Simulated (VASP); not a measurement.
Set up this calculation in VASP 6.6.1, as the native input.

- Task: single point
- Functional: PBEsol
- Potentials or basis: VASP PAW PBE potentials, release 64 (Os)
- Cutoff: 520 eV
- k mesh: 12 × 12 × 12
- Occupations: fermi-dirac, width 0.01 eV
- Spin: non-collinear spin, zero start, spin-orbit coupling
- Starting moments: [[0.0, 0.0, 0.0]] μB
- Dipole correction: no
- Further INCAR settings: ALGO = Fast; EDIFF = 1e-06; NBANDS = 19

The structure of Os lies in POSCAR:

```
Os
1.0
    0.0000000000      1.9578811701      1.9578811701
    1.9578811701      0.0000000000      1.9578811701
    1.9578811701      1.9578811701      0.0000000000
Os
1
Direct
    0.0000000000      0.0000000000      0.0000000000
```

This isn't the form of Os at room conditions, which is hcp.

The input as run:

INCAR

```
SYSTEM = Os
  PREC = Accurate
  ENCUT = 520
  EDIFF = 1E-6
  ISMEAR = -1
  SIGMA = 0.01
  LREAL = .FALSE.
  LASPH = .TRUE.
  NELM = 150
  ALGO = Fast
  ISIF = 2
  LWAVE = .FALSE.
  LCHARG = .FALSE.
  MAGMOM = 0 0 0
  LORBIT = 11
  LSORBIT = .TRUE.
  GGA_COMPAT = .FALSE.
  LORBMOM = .TRUE.
  LMAXMIX = 4
  GGA = PS
  NBANDS = 19
```

KPOINTS

```
regular mesh
0
G
  12 12 12
  0 0 0
```

Potentials or basis: VASP PAW PBE potentials, release 64 (Os).

Run with:

```sh
$ cat potpaw_PBE.64/Os/POTCAR > POTCAR
$ mpirun -np 1 vasp_ncl > vasp.out
```

Results of the run:

```
Pressure                                              : -26.1 GPa
Net moment                                            : 0.00 μB per cell
Valence electrons inside the program's atomic spheres : Os 7.23
```

Caveat: the cell stands under tension; the PAW data sets were made with another functional, which shifts forces and pressure a little.

It took 2.3 min on 1 thread of Intel(R) Xeon(R) Platinum 8488C (Sapphire Rapids), on a shared host, peak memory 0.21 GiB.
